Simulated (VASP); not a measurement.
A run of VASP 6.6.1 is set up as follows.

The input INCAR:

```
SYSTEM = Al
  PREC = Accurate
  ENCUT = 500
  EDIFF = 1E-6
  ISMEAR = 1
  SIGMA = 0.1
  LREAL = .False.
  LASPH = .True.
  NELM = 120
  ALGO = Normal
  ISIF = 2
  LWAVE = .False.
  LCHARG = .False.
  GGA = PE
  NBANDS = 8
  GGA_COMPAT = .False.
```

KPOINTS

```
Automatic mesh
0
Gamma
  10 10 10
  0 0 0
```

The input POSCAR:

```
Al
1.0
    1.6203170496      1.6203170496      1.6203170496
   -1.6203170496      1.6203170496      1.6203170496
   -1.6203170496     -1.6203170496      1.6203170496
Al
1
Direct
    0.0000000000      0.0000000000      0.0000000000
```

Potentials or basis: VASP PAW PBE potentials, release 64 (Al).

Launch:

```bash
$ cat potpaw_PBE.64/Al/POTCAR > POTCAR
$ mpirun -np 1 vasp_std > vasp.out
```

Question: Predict the pressure.

Answer: 0.0 GPa.

Question: What does it give for the band gap on the k mesh?

Answer: Zero (an odd number of electrons rules out a gap without spin polarisation).
